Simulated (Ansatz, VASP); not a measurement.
## Two plane-wave programs on SiC

```
CELL_PARAMETERS angstrom
0.00000 2.00008 2.00008
2.00008 0.00000 2.00008
2.00008 2.00008 0.00000
ATOMIC_POSITIONS crystal
Si 0.00000 0.00000 0.00000
C 0.75000 0.75000 0.75000
```

Change from the starting cell: strain -0.080 along x and y, -0.080 along z, atoms carried along.

Alike in both runs: task single point; functional r2SCAN; k mesh 12 × 12 × 12; occupations gaussian, width 0.05 eV; no spin polarisation.

|  | VASP | Ansatz |
| --- | --- | --- |
| version | VASP 6.6.1 | Ansatz 0.2.0 |
| potentials or method | VASP PAW PBE potentials, release 64 (Si, C), cutoff 520 eV | scalar-relativistic, plane waves, PAW |
| valence electrons in the cell | 8 | 8 |

```tsv
	VASP	Ansatz	Ansatz less VASP
gap on the k mesh at the Fermi level (eV)	1.52	1.50	-0.021
least direct gap on the mesh (eV)	5.33	5.32	-0.018
pressure (GPa)	93.7	94.2	+0.50
```

VASP's potentials were made for PBE, not for r2SCAN. Both programs put the cell under a high pressure, so it lies far from rest at this level.

Noted on VASP's run: the cell as given lies far from equilibrium.
